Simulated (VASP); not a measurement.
# SrTiO3 (I4/mcm) in VASP: single point with PBE

Aim: the single point of SrTiO3 with PBE.

All numbers are computed with VASP 6.6.1; they aren't measurements. Logs are shortened: lines on timing, memory, paths and dates and some standing lists are left out, and cuts for length are marked.

**1. The cell of the first run**

It takes space group I4/mcm (No. 140, tetragonal). The conventional cell has a = 5.739 Å, b = 5.739 Å, c = 8.135 Å, α = 90.00°, β = 90.00°, γ = 90.00°. Sr (site symmetry -42m) has 12 O at 2.79 to 2.96 Å and 8 Ti at 3.52 Å within 3.7 Å. Within 2.7 Å of Ti (site symmetry 4/m) lie 6 O at 2.03 Å. Within 2.7 Å of O (site symmetry 422) lie 2 Ti at 2.03 Å. Within 3.0 Å of O (site symmetry m2m) lie 2 Ti at 2.03 Å and 4 Sr at 2.79 to 2.96 Å and 8 O at 2.87 to 2.88 Å.

**2. Single point, PBE (13.40 Å³/atom)**

The input, INCAR:

```
PREC = Accurate
ENCUT = 520
EDIFF = 1E-6
ISMEAR = 0
SIGMA = 0.02
LREAL = F
LASPH = T
NELM = 60
ALGO = Normal
ISIF = 2
LWAVE = F
LCHARG = T
GGA = PE
LELF = T
LVHAR = T
NBANDS = 51
```

The input, KPOINTS:

```
regular mesh
0
Gamma
  8 8 8
```

The input, POSCAR:

```
SrTiO3
1.0
   -2.8696644238      2.8696644238      4.0673486832
    2.8696644238     -2.8696644238      4.0673486832
    2.8696644238      2.8696644238     -4.0673486832
Sr Ti O
2 2 6
Direct
    0.7500000000      0.2500000000      0.5000000000
    0.2500000000      0.7500000000      0.5000000000
    0.0000000000      0.0000000000      0.0000000000
    0.5000000000      0.5000000000      0.0000000000
    0.2500000000      0.2500000000      0.0000000000
    0.7500000000      0.7500000000      0.0000000000
    0.7357297103      0.2357297103      0.9714594206
    0.2357297103      0.2642702897      0.5000000000
    0.2642702897      0.7642702897      0.0285405793
    0.7642702897      0.7357297103      0.5000000000
```

Potentials or basis: VASP PAW PBE potentials, release 64 (Sr_sv, Ti_sv, O).

The run is started by

```console
$ cat potpaw_PBE.64/Sr_sv/POTCAR potpaw_PBE.64/Ti_sv/POTCAR potpaw_PBE.64/O/POTCAR > POTCAR
$ mpirun -np 1 vasp_std > vasp.out
```

OUTCAR:

```text
PREC = Accurate
   ENCUT = 520
   EDIFF = 1E-6
   ISMEAR = 0
   LREAL = F
   LASPH = T
   NELM = 60
   ISIF = 2
   GGA = PE

 ion  position               nearest neighbor table
   1  0.750  0.250  0.500-   9 2.79   8 2.79   7 2.79  10 2.79   5 2.87   6 2.87   6 2.87   5 2.87
                             9 2.96   7 2.96   8 2.96  10 2.96   4 3.52   3 3.52   4 3.52   4 3.52
   2  0.250  0.750  0.500-   7 2.79   8 2.79  10 2.79   9 2.79   5 2.87   6 2.87   5 2.87   6 2.87
                             9 2.96   8 2.96  10 2.96   7 2.96   4 3.52   3 3.52   4 3.52   3 3.52
   3  0.000  0.000  0.000-   9 2.03   8 2.03   7 2.03  10 2.03   5 2.03   6 2.03   1 3.52   2 3.52
                             1 3.52   1 3.52   2 3.52   2 3.52   1 3.52   2 3.52
   4  0.500  0.500  0.000-   9 2.03   7 2.03  10 2.03   8 2.03   5 2.03   6 2.03   1 3.52   2 3.52
                             2 3.52   1 3.52   2 3.52   1 3.52   2 3.52   1 3.52
   5  0.250  0.250  0.000-   3 2.03   4 2.03   1 2.87   2 2.87   2 2.87   1 2.87
   6  0.750  0.750  0.000-   3 2.03   4 2.03   1 2.87   2 2.87   1 2.87   2 2.87
   7  0.736  0.236  0.971-   3 2.03   4 2.03   1 2.79   2 2.79   2 2.96   1 2.96
   8  0.236  0.264  0.500-   4 2.03   3 2.03   1 2.79   2 2.79   1 2.96   2 2.96
   9  0.264  0.764  0.029-   3 2.03   4 2.03   1 2.79   2 2.79   2 2.96   1 2.96
  10  0.764  0.736  0.500-   3 2.03   4 2.03   1 2.79   2 2.79   1 2.96   2 2.96

  LATTYP: Found a body centered tetragonal cell.
 ALAT       =     5.7393288476
 C/A-ratio  =     1.4173603887

  Lattice vectors:

 A1 = (  -2.8696644238,   2.8696644238,   4.0673486832)
 A2 = (   2.8696644238,  -2.8696644238,   4.0673486832)
 A3 = (   2.8696644238,   2.8696644238,  -4.0673486832)

Analysis of symmetry for initial positions (statically):
=====================================================================
 Subroutine PRICEL returns:
 Original cell was already a primitive cell.

 Routine SETGRP: Setting up the symmetry group for a
 body centered tetragonal supercell.

 Subroutine GETGRP returns: Found 16 space group operations
 (whereof  8 operations were pure point group operations)
 out of a pool of 16 trial point group operations.

The static configuration has the point symmetry C_4h.
 The point group associated with its full space group is D_4h.

Analysis of symmetry for dynamics (positions and initial velocities):
=====================================================================
 Subroutine PRICEL returns:
 Original cell was already a primitive cell.

 Routine SETGRP: Setting up the symmetry group for a
 body centered tetragonal supercell.

 Subroutine GETGRP returns: Found 16 space group operations
 (whereof  8 operations were pure point group operations)
 out of a pool of 16 trial point group operations.

The dynamic configuration has the point symmetry C_4h.
 The point group associated with its full space group is D_4h.

 Subroutine INISYM returns: Found 16 space group operations
 (whereof  8 operations are pure point group operations),
 and found     1 'primitive' translations

----------------------------------------------------------------------------------------

                                     Primitive cell

  volume of cell :     133.9780

  direct lattice vectors                    reciprocal lattice vectors
    -2.869664424  2.869664424  4.067348683     0.000000000  0.174236401  0.122930203
     2.869664424 -2.869664424  4.067348683     0.174236401  0.000000000  0.122930203
     2.869664424  2.869664424 -4.067348683     0.174236401  0.174236401  0.000000000

  length of vectors
     5.745717807  5.745717807  5.745717807     0.213237328  0.213237328  0.246407481

  position of ions in fractional coordinates (direct lattice)
     0.750000000  0.250000000  0.500000000
     0.250000000  0.750000000  0.500000000
     0.000000000  0.000000000  0.000000000
     0.500000000  0.500000000  0.000000000
     0.250000000  0.250000000  0.000000000
     0.750000000  0.750000000  0.000000000
     0.735729710  0.235729710  0.971459421
     0.235729710  0.264270290  0.500000000
     0.264270290  0.764270290  0.028540579
     0.764270290  0.735729710  0.500000000

  ion indices of the primitive-cell ions
   primitive index   ion index
                 1           1
                 2           2
                 3           3
                 4           4
                 5           5
                 6           6
                 7           7
                 8           8
                 9           9
                10          10

----------------------------------------------------------------------------------------

 KPOINTS: regular mesh

Automatic generation of k-mesh.
 Grid dimensions read from file:
 generate k-points for:    8    8    8

 Generating k-lattice:

  Cartesian coordinates                     Fractional coordinates (reciprocal lattice)
     0.000000000  0.021779550  0.015366275     0.125000000  0.000000000 -0.000000000
     0.021779550  0.000000000  0.015366275     0.000000000  0.125000000 -0.000000000
     0.021779550  0.021779550  0.000000000     0.000000000  0.000000000  0.125000000

  Length of vectors
     0.026654666  0.026654666  0.030800935

  Shift w.r.t. Gamma in fractional coordinates (k-lattice)
     0.000000000  0.000000000  0.000000000

 Subroutine IBZKPT returns following result:
 ===========================================

 Found     59 irreducible k-points:

 Following reciprocal coordinates:
            Coordinates               Weight
  0.000000  0.000000  0.000000      1.000000
  0.125000 -0.000000  0.000000      8.000000
  0.250000 -0.000000  0.000000      8.000000
  0.375000  0.000000  0.000000      8.000000
  0.500000 -0.000000  0.000000      4.000000
  0.125000  0.125000  0.000000      8.000000
[... 16 lines left out ...]
  0.250000  0.125000  0.125000     16.000000
  0.375000  0.125000  0.125000      8.000000
 [... further k-points ...]
   k-points           NKPTS =     59   k-points in BZ     NKDIM =     59   number of bands    NBANDS=     51
   number of dos      NEDOS =    301   number of ions     NIONS =     10
   total plane-waves  NPLWV = 110592
   dimension x,y,z NGX =    48 NGY =   48 NGZ =   48
   dimension x,y,z NGXF=    96 NGYF=   96 NGZF=   96
   ions per type =               2   2   6
   NGX,Y,Z   is equivalent  to a cutoff of  13.89, 13.89, 13.89 a.u.
   NGXF,Y,Z  is equivalent  to a cutoff of  27.78, 27.78, 27.78 a.u.
 SYSTEM =  unknown system
   PREC   = accura    normal or accurate (medium, high low for compatibility)
   ISTART =      0    job   : 0-new  1-cont  2-samecut
   ICHARG =      2    charge: 1-file 2-atom 10-const
   ISPIN  =      1    spin polarized calculation?
   LNONCOLLINEAR =      F non collinear calculations
   LSORBIT =      F    spin-orbit coupling
   LASPH  =      T    aspherical Exc in radial PAW
   ENCUT  =  520.0 eV  38.22 Ry    6.18 a.u.  10.68 10.68 10.68*2*pi/ulx,y,z
   NELM   =     60;   NELMIN=  2; NELMDL= -5     # of ELM steps
   EDIFF  = 0.1E-05   stopping-criterion for ELM
   LREAL  =      F    real-space projection
   EDIFFG = 0.1E-04   stopping-criterion for IOM
   NSW    =      0    number of steps for IOM
   IBRION =     -1    ionic relax: 0-MD 1-quasi-New 2-CG
   NFREE  =      0    steps in history (QN), initial steepest desc. (CG)
   ISIF   =      2    stress and relaxation
   ISYM   =      2    0-nonsym 1-usesym 2-fastsym
   POTIM  = 0.5000    time-step for ionic-motion
   TEBEG  =    0.0;   TEEND  =   0.0 temperature during run
   PSTRESS=    0.0 pullay stress
   NELECT =      80.0000    total number of electrons
   NUPDOWN=      -1.0000    fix difference up-down
   EMIN   =  10.00;   EMAX   =-10.00  energy-range for DOS
   EFERMI =   0.00;   METHOD = LEGACY
   ISMEAR =     0;   SIGMA  =   0.02  broadening in eV -4-tet -1-fermi 0-gaus
   EFERMI_NEDOS =   21; number of points for ismear=-14 and -15
   IALGO  =     38    algorithm
   IMIX   =      4    mixing-type and parameters
     AMIX     =   0.40;   BMIX     =  1.00
     AMIX_MAG =   1.60;   BMIX_MAG =  1.00
  volume/ion in A,a.u.               =      13.40        90.41
  Fermi-wavevector in a.u.,A,eV,Ry     =   1.378564  2.605108 25.857041  1.900439
  Thomas-Fermi vector in A             =   2.503614
   LORBIT       =      0    0 simple, 1 ext, 2 COOP (PROOUT), +10 PAW based schemes
   GGA     = PE    functional components
   LHFCALC =     F    Hartree Fock is set to
   AEXX    =    0.0000 exact exchange contribution
   IVDW    =     0    specifies the selected vdW correction
   LEPSILON=     F    determine dielectric tensor
   LRPA    =     F    only Hartree local field effects (RPA)
 non-spin polarized calculation
 Gauss-broadening in eV      SIGMA  =   0.02
  energy-cutoff  :      520.00
  volume of cell :      133.98
 maximum number of plane-waves:      3679
 NGX is ok and might be reduce to    48
   NGX = 21   NGY = 21   NGZ = 21

 number of electron      80.0000008 magnetization

 Free energy of the ion-electron system (eV)
  ---------------------------------------------------
  ext. energy  EPLUGINS =         0.00000000
  ---------------------------------------------------
  free energy    TOTEN  =       -79.72991561 eV

  energy without entropy =      -79.72991561  energy(sigma->0) =      -79.72991561

 E-fermi :   3.4613     XC(G=0): -10.6619

 val. band max:        3.2133288232   @ k =   0.0000   0.0000   0.0000
 cond. band min:       4.8731541556   @ k =   0.0000   0.0000   0.0000
 fundamental gap:      1.6598253325
 Fermi energy:         3.4612858408

 k-point     1 :       0.0000    0.0000    0.0000
  band No.  band energies     occupation
      1     -53.7045      2.00000
      2     -53.7022      2.00000
      3     -29.9216      2.00000
      4     -29.9206      2.00000
      5     -29.9206      2.00000
      6     -29.8960      2.00000
[... 43 lines left out ...]
     50       8.5224      0.00000
     51       8.6636      0.00000
[... 1240 lines left out ...]
     50       9.1986      0.00000
     51      10.3881      0.00000

 [... further k-points ...]

------------------------ aborting loop because EDIFF is reached ----------------------------------------

  FORCE on cell =-STRESS in cart. coord.  units (eV):
  Direction    XX          YY          ZZ          XY          YZ          ZX
  --------------------------------------------------------------------------------------
  -------------------------------------------------------------------------------------
  Total      -10.5015667    -10.5015667    -10.6037080      0.0000000      0.0000000      0.0000000
  in kB     -125.5830581   -125.5830581   -126.8045159      0.0000000      0.0000000      0.0000000
  external PRESSURE =    -125.9902107 kB  Pullay stress =       0.0000000 kB

 VOLUME and BASIS-vectors are now :
 -----------------------------------------------------------------------------
  energy-cutoff  :      520.00
  volume of cell :      133.98
      direct lattice vectors                 reciprocal lattice vectors
    -2.869664424  2.869664424  4.067348683     0.000000000  0.174236401  0.122930203
     2.869664424 -2.869664424  4.067348683     0.174236401  0.000000000  0.122930203
     2.869664424  2.869664424 -4.067348683     0.174236401  0.174236401  0.000000000

 POSITION                                       TOTAL-FORCE (eV/Angst)
 -----------------------------------------------------------------------------------
     -0.00000      2.86966      2.03367        -0.000000     -0.000000      0.000000
      2.86966     -0.00000      2.03367         0.000000     -0.000000      0.000000
      0.00000      0.00000      0.00000         0.000000     -0.000000      0.000000
      0.00000      0.00000      4.06735         0.000000     -0.000000      0.000000
      0.00000      0.00000      2.03367         0.000000     -0.000000      0.000000
      0.00000      0.00000      6.10102         0.000000     -0.000000      0.000000
      1.35293      4.22259      0.00000         0.010471      0.010471     -0.000000
      1.51673      1.35293      0.00000        -0.010471      0.010471      0.000000
      1.51673     -1.35293      4.06735        -0.010471     -0.010471     -0.000000
      1.35293      1.51673      4.06735         0.010471     -0.010471      0.000000
 -----------------------------------------------------------------------------------
    total drift:                                0.000000      0.000000     -0.000001

  FREE ENERGIE OF THE ION-ELECTRON SYSTEM (eV)
  ---------------------------------------------------
  free  energy   TOTEN  =       -79.7299156077 eV

  energy  without entropy=      -79.7299156077  energy(sigma->0) =      -79.72991561
```

It took 14 min on 1 thread of Oxide Virtual Turin-like, shared host; peak memory 0.51 GiB.

Results:

```
Free energy            : -79.7299 eV
Pressure               : -12.6 GPa
Largest force          : 0.015 eV/Å
Band gap on the k mesh : 1.66 eV
```

Forces in eV/Å, atoms in the order of the input:
```
Sr   0.000  0.000  0.000
Sr   0.000  0.000  0.000
Ti   0.000  0.000  0.000
Ti   0.000  0.000  0.000
O    0.000  0.000  0.000
O    0.000  0.000  0.000
O    0.010  0.010  0.000
O   -0.010  0.010  0.000
O   -0.010 -0.010  0.000
O    0.010 -0.010  0.000
```

Stress tensor (GPa, compression positive):
```
-12.56   0.00   0.00
  0.00 -12.56   0.00
  0.00   0.00 -12.68
```

Caveat: the cell stands under tension.
